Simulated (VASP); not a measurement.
# Sn4Te (Pm-3m) in VASP: single point with PBE

Aim: the single point of Sn4Te with PBE.

Everything below comes from runs of VASP 6.6.1. Logs are shortened: lines on timing, memory, paths and dates and some standing lists are left out, and cuts for length are marked.

## 1. The cell of the first run

Symmetry: Pm-3m, No. 221, cubic system. Conventional cell: a = 5.844 Å, b = 5.844 Å, c = 5.844 Å, α = 90.00°, β = 90.00°, γ = 90.00°. Sn (site symmetry 4/mmm) has 2 Te at 2.92 Å within 3.8 Å. Within 5.4 Å of Sn (site symmetry m-3m) lie 12 Sn at 4.13 Å and 8 Te at 5.06 Å. Within 3.8 Å of Te (site symmetry m-3m) lie 6 Sn at 2.92 Å.

## 2. Single point, PBE, collinear spin, ferromagnetic start

File INCAR:

```
PREC = Accurate
ENCUT = 500
EDIFF = 1E-6
ISMEAR = 0
SIGMA = 0.1
LREAL = False
LASPH = True
NELM = 200
ALGO = Normal
ISIF = 2
LWAVE = False
LCHARG = True
ISPIN = 2
MAGMOM = 0.2 0.2 0.2 0.2 0.2
LORBIT = 11
GGA = PE
LELF = True
LVHAR = True
NBANDS = 43
GGA_COMPAT = False
```

File KPOINTS:

```
Automatic mesh
0
Gamma
  6 6 6
```

File POSCAR:

```
Sn4Te
1.0
    5.8436167897      0.0000000000      0.0000000000
    0.0000000000      5.8436167897      0.0000000000
    0.0000000000      0.0000000000      5.8436167897
Sn Te
4 1
Direct
    0.0000000000      0.5000000000      0.5000000000
    0.5000000000      0.5000000000      0.0000000000
    0.5000000000      0.0000000000      0.5000000000
    0.0000000000      0.0000000000      0.0000000000
    0.5000000000      0.5000000000      0.5000000000
```

Potentials or basis: VASP PAW PBE potentials, release 64 (Sn_d, Te).

Run with:

```sh
> cat potpaw_PBE.64/Sn_d/POTCAR potpaw_PBE.64/Te/POTCAR > POTCAR
> mpirun -np 1 vasp_std > vasp.out
```

OUTCAR:

```text
PREC = Accurate
   ENCUT = 500
   EDIFF = 1E-6
   ISMEAR = 0
   LREAL = False
   LASPH = True
   NELM = 200
   ISIF = 2
   ISPIN = 2
   LORBIT = 11
   GGA = PE

 ion  position               nearest neighbor table
   1  0.000  0.500  0.500-   5 2.92   5 2.92
   2  0.500  0.500  0.000-   5 2.92   5 2.92
   3  0.500  0.000  0.500-   5 2.92   5 2.92
   4  0.000  0.000  0.000-
   5  0.500  0.500  0.500-   1 2.92   2 2.92   3 2.92   2 2.92   3 2.92   1 2.92

  LATTYP: Found a simple cubic cell.
 ALAT       =     5.8436167897

  Lattice vectors:

 A1 = (   5.8436167897,   0.0000000000,   0.0000000000)
 A2 = (   0.0000000000,   5.8436167897,   0.0000000000)
 A3 = (   0.0000000000,   0.0000000000,   5.8436167897)

Analysis of symmetry for initial positions (statically):
=====================================================================
 Subroutine PRICEL returns:
 Original cell was already a primitive cell.

 Routine SETGRP: Setting up the symmetry group for a
 simple cubic supercell.

 Subroutine GETGRP returns: Found 48 space group operations
 (whereof 48 operations were pure point group operations)
 out of a pool of 48 trial point group operations.

The static configuration has the point symmetry O_h .

Analysis of symmetry for dynamics (positions and initial velocities):
=====================================================================
 Subroutine PRICEL returns:
 Original cell was already a primitive cell.

 Routine SETGRP: Setting up the symmetry group for a
 simple cubic supercell.

 Subroutine GETGRP returns: Found 48 space group operations
 (whereof 48 operations were pure point group operations)
 out of a pool of 48 trial point group operations.

The dynamic configuration has the point symmetry O_h .

Analysis of structural, dynamic, and magnetic symmetry:
=====================================================================
 Subroutine PRICEL returns:
 Original cell was already a primitive cell.

 Routine SETGRP: Setting up the symmetry group for a
 simple cubic supercell.

 Subroutine GETGRP returns: Found 48 space group operations
 (whereof 48 operations were pure point group operations)
 out of a pool of 48 trial point group operations.

The overall configuration has the point symmetry O_h .

 Subroutine INISYM returns: Found 48 space group operations
 (whereof 48 operations are pure point group operations),
 and found     1 'primitive' translations

----------------------------------------------------------------------------------------

                                     Primitive cell

  volume of cell :     199.5470

  direct lattice vectors                    reciprocal lattice vectors
     5.843616790  0.000000000  0.000000000     0.171126896  0.000000000  0.000000000
     0.000000000  5.843616790  0.000000000     0.000000000  0.171126896  0.000000000
     0.000000000  0.000000000  5.843616790     0.000000000  0.000000000  0.171126896

  length of vectors
     5.843616790  5.843616790  5.843616790     0.171126896  0.171126896  0.171126896

  position of ions in fractional coordinates (direct lattice)
     0.000000000  0.500000000  0.500000000
     0.500000000  0.500000000  0.000000000
     0.500000000  0.000000000  0.500000000
     0.000000000  0.000000000  0.000000000
     0.500000000  0.500000000  0.500000000

  ion indices of the primitive-cell ions
   primitive index   ion index
                 1           1
                 2           2
                 3           3
                 4           4
                 5           5

----------------------------------------------------------------------------------------

 KPOINTS: Automatic mesh

Automatic generation of k-mesh.
 Grid dimensions read from file:
 generate k-points for:    6    6    6

 Generating k-lattice:

  Cartesian coordinates                     Fractional coordinates (reciprocal lattice)
     0.028521149  0.000000000  0.000000000     0.166666667  0.000000000  0.000000000
     0.000000000  0.028521149  0.000000000     0.000000000  0.166666667  0.000000000
     0.000000000  0.000000000  0.028521149     0.000000000  0.000000000  0.166666667

  Length of vectors
     0.028521149  0.028521149  0.028521149

  Shift w.r.t. Gamma in fractional coordinates (k-lattice)
     0.000000000  0.000000000  0.000000000

 Subroutine IBZKPT returns following result:
 ===========================================

 Found     20 irreducible k-points:

 Following reciprocal coordinates:
            Coordinates               Weight
  0.000000  0.000000  0.000000      1.000000
  0.166667  0.000000  0.000000      6.000000
  0.333333  0.000000  0.000000      6.000000
  0.500000  0.000000  0.000000      3.000000
  0.166667  0.166667  0.000000     12.000000
  0.333333  0.166667  0.000000     24.000000
[... 12 lines left out ...]
  0.500000  0.500000  0.333333      6.000000
  0.500000  0.500000  0.500000      1.000000
   k-points           NKPTS =     20   k-points in BZ     NKDIM =     20   number of bands    NBANDS=     43
   number of dos      NEDOS =    301   number of ions     NIONS =      5
   total plane-waves  NPLWV = 110592
   dimension x,y,z NGX =    48 NGY =   48 NGZ =   48
   dimension x,y,z NGXF=    96 NGYF=   96 NGZF=   96
   ions per type =               4   1
   NGX,Y,Z   is equivalent  to a cutoff of  13.66, 13.66, 13.66 a.u.
   NGXF,Y,Z  is equivalent  to a cutoff of  27.31, 27.31, 27.31 a.u.
 SYSTEM =  unknown system
   PREC   = accura    normal or accurate (medium, high low for compatibility)
   ISTART =      0    job   : 0-new  1-cont  2-samecut
   ICHARG =      2    charge: 1-file 2-atom 10-const
   ISPIN  =      2    spin polarized calculation?
   LNONCOLLINEAR =      F non collinear calculations
   LSORBIT =      F    spin-orbit coupling
   LASPH  =      T    aspherical Exc in radial PAW
   ENCUT  =  500.0 eV  36.75 Ry    6.06 a.u.  10.65 10.65 10.65*2*pi/ulx,y,z
   NELM   =    200;   NELMIN=  2; NELMDL= -5     # of ELM steps
   EDIFF  = 0.1E-05   stopping-criterion for ELM
   LREAL  =      F    real-space projection
   EDIFFG = 0.1E-04   stopping-criterion for IOM
   NSW    =      0    number of steps for IOM
   IBRION =     -1    ionic relax: 0-MD 1-quasi-New 2-CG
   NFREE  =      0    steps in history (QN), initial steepest desc. (CG)
   ISIF   =      2    stress and relaxation
   ISYM   =      2    0-nonsym 1-usesym 2-fastsym
   POTIM  = 0.5000    time-step for ionic-motion
   TEBEG  =    0.0;   TEEND  =   0.0 temperature during run
   PSTRESS=    0.0 pullay stress
   NELECT =      62.0000    total number of electrons
   NUPDOWN=      -1.0000    fix difference up-down
   EMIN   =  10.00;   EMAX   =-10.00  energy-range for DOS
   EFERMI =   0.00;   METHOD = LEGACY
   ISMEAR =     0;   SIGMA  =   0.10  broadening in eV -4-tet -1-fermi 0-gaus
   EFERMI_NEDOS =   21; number of points for ismear=-14 and -15
   IALGO  =     38    algorithm
   IMIX   =      4    mixing-type and parameters
     AMIX     =   0.40;   BMIX     =  1.00
     AMIX_MAG =   1.60;   BMIX_MAG =  1.00
  volume/ion in A,a.u.               =      39.91       269.32
  Fermi-wavevector in a.u.,A,eV,Ry     =   1.108810  2.095346 16.727803  1.229459
  Thomas-Fermi vector in A             =   2.245341
   LORBIT       =     11    0 simple, 1 ext, 2 COOP (PROOUT), +10 PAW based schemes
   GGA     = PE    functional components
   LHFCALC =     F    Hartree Fock is set to
   AEXX    =    0.0000 exact exchange contribution
   IVDW    =     0    specifies the selected vdW correction
   LEPSILON=     F    determine dielectric tensor
   LRPA    =     F    only Hartree local field effects (RPA)
 spin polarized calculation
 Gauss-broadening in eV      SIGMA  =   0.10
  energy-cutoff  :      500.00
  volume of cell :      199.55
 maximum number of plane-waves:      5112
 NGX is ok and might be reduce to    48
   NGX = 21   NGY = 21   NGZ = 21

 number of electron      61.9999988 magnetization       0.0004804

 number of electron      61.9999988 magnetization      -0.0002284

 Free energy of the ion-electron system (eV)
  ---------------------------------------------------
  ext. energy  EPLUGINS =         0.00000000
  ---------------------------------------------------
  free energy    TOTEN  =       -15.45279891 eV

  energy without entropy =      -15.43808298  energy(sigma->0) =      -15.44544095

 E-fermi :   4.2664     XC(G=0):  -8.5032

 val. band max:        4.2357363599   @ k =   0.5000   0.5000   0.0000
 cond. band min:       4.2887919309   @ k =   0.5000   0.1667   0.1667
 fundamental gap:      0.0530555710
 Fermi energy:         4.2663906796

 spin component 1

 k-point     1 :       0.0000    0.0000    0.0000
  band No.  band energies     occupation
      1     -17.4008      1.00000
      2     -17.3488      1.00000
      3     -17.3488      1.00000
      4     -17.3383      1.00000
      5     -17.3383      1.00000
      6     -17.3383      1.00000
[... 35 lines left out ...]
     42       8.5111      0.00000
     43      10.7398      0.00000

 k-point     2 :       0.1667    0.0000    0.0000
  band No.  band energies     occupation
      1     -17.3975      1.00000
      2     -17.3514      1.00000
      3     -17.3487      1.00000
      4     -17.3382      1.00000
      5     -17.3364      1.00000
      6     -17.3364      1.00000
[... 35 lines left out ...]
     42       9.0849      0.00000
     43       9.6121      0.00000

 k-point     3 :       0.3333    0.0000    0.0000
  band No.  band energies     occupation
      1     -17.3894      1.00000
      2     -17.3582      1.00000
      3     -17.3485      1.00000
      4     -17.3379      1.00000
      5     -17.3312      1.00000
      6     -17.3312      1.00000
[... 734 lines left out ...]
      5     -17.3252      1.00000
      6     -17.3252      1.00000
[... 35 lines left out ...]
     42      10.7398      0.00000
     43      10.9614      0.00000

 k-point    20 :       0.5000    0.5000    0.5000
  band No.  band energies     occupation
      1     -17.3661      1.00000
      2     -17.3661      1.00000
      3     -17.3661      1.00000
      4     -17.3252      1.00000
      5     -17.3252      1.00000
      6     -17.3252      1.00000
[... 35 lines left out ...]
     42      10.4232      0.00000
     43      10.4232      0.00000
 Fermi energy:         4.2663906796

 spin component 2

 k-point     1 :       0.0000    0.0000    0.0000
  band No.  band energies     occupation
      1     -17.4008      1.00000
      2     -17.3488      1.00000
      3     -17.3488      1.00000
      4     -17.3383      1.00000
      5     -17.3383      1.00000
      6     -17.3383      1.00000
[... 35 lines left out ...]
     42       8.5109      0.00000
     43      10.7395      0.00000

 k-point     2 :       0.1667    0.0000    0.0000
  band No.  band energies     occupation
      1     -17.3975      1.00000
      2     -17.3514      1.00000
      3     -17.3487      1.00000
      4     -17.3382      1.00000
      5     -17.3364      1.00000
      6     -17.3364      1.00000
[... 35 lines left out ...]
     42       9.0848      0.00000
     43       9.6121      0.00000

 k-point     3 :       0.3333    0.0000    0.0000
  band No.  band energies     occupation
      1     -17.3894      1.00000
      2     -17.3582      1.00000
      3     -17.3485      1.00000
      4     -17.3379      1.00000
      5     -17.3312      1.00000
      6     -17.3312      1.00000
[... 735 lines left out ...]
      6     -17.3252      1.00000
[... 35 lines left out ...]
     42      10.7397      0.00000
     43      10.9614      0.00000

 k-point    20 :       0.5000    0.5000    0.5000
  band No.  band energies     occupation
      1     -17.3661      1.00000
      2     -17.3661      1.00000
      3     -17.3661      1.00000
      4     -17.3252      1.00000
      5     -17.3252      1.00000
      6     -17.3252      1.00000
[... 35 lines left out ...]
     42      10.4232      0.00000
     43      10.4232      0.00000

------------------------ aborting loop because EDIFF is reached ----------------------------------------

  FORCE on cell =-STRESS in cart. coord.  units (eV):
  Direction    XX          YY          ZZ          XY          YZ          ZX
  --------------------------------------------------------------------------------------
  -------------------------------------------------------------------------------------
  Total       -0.0245565     -0.0245565     -0.0245565      0.0000000     -0.0000000      0.0000000
  in kB       -0.1971660     -0.1971660     -0.1971660      0.0000000     -0.0000000      0.0000000
  external PRESSURE =      -0.1971660 kB  Pullay stress =       0.0000000 kB

 VOLUME and BASIS-vectors are now :
 -----------------------------------------------------------------------------
  energy-cutoff  :      500.00
  volume of cell :      199.55
      direct lattice vectors                 reciprocal lattice vectors
     5.843616790  0.000000000  0.000000000     0.171126896  0.000000000  0.000000000
     0.000000000  5.843616790  0.000000000     0.000000000  0.171126896  0.000000000
     0.000000000  0.000000000  5.843616790     0.000000000  0.000000000  0.171126896

 POSITION                                       TOTAL-FORCE (eV/Angst)
 -----------------------------------------------------------------------------------
      0.00000      2.92181      2.92181         0.000000      0.000000      0.000000
      2.92181      2.92181      0.00000         0.000000      0.000000      0.000000
      2.92181      0.00000      2.92181         0.000000      0.000000      0.000000
      0.00000      0.00000      0.00000         0.000000      0.000000      0.000000
      2.92181      2.92181      2.92181         0.000000      0.000000      0.000000
 -----------------------------------------------------------------------------------
    total drift:                                0.000000      0.000000     -0.000000

  FREE ENERGIE OF THE ION-ELECTRON SYSTEM (eV)
  ---------------------------------------------------
  free  energy   TOTEN  =       -15.4527989134 eV

  energy  without entropy=      -15.4380829799  energy(sigma->0) =      -15.44544095

 total charge

# of ion       s       p       d       tot
------------------------------------------
    1        1.359   0.745   9.964  12.067
    2        1.359   0.745   9.964  12.067
    3        1.359   0.745   9.964  12.067
    4        1.339   0.683   9.927  11.949
    5        1.392   2.028   0.069   3.488
--------------------------------------------------
tot          6.806   4.947  39.886  51.640

 magnetization (x)

# of ion       s       p       d       tot
------------------------------------------
    1        0.000  -0.000  -0.000  -0.000
    2        0.000  -0.000  -0.000  -0.000
    3        0.000  -0.000  -0.000  -0.000
    4       -0.000  -0.000  -0.000  -0.000
    5        0.000  -0.000   0.000  -0.000
--------------------------------------------------
tot          0.000  -0.000  -0.000  -0.000
```

Run time: 7.7 min. Hardware: 1 thread of Intel Xeon 8259CL, shared host; peak memory 0.53 GiB.

What came out:

```
Free energy                                           : -15.4528 eV
Pressure                                              : 0.0 GPa
Band gap on the k mesh                                : zero (filled and empty bands overlap)
Net moment                                            : 0.00 μB per cell
Valence electrons inside the program's atomic spheres : Sn 12.07, 11.95; Te 3.49
```

Caveat: spin-orbit coupling is left out, which moves the levels of the heavy elements.
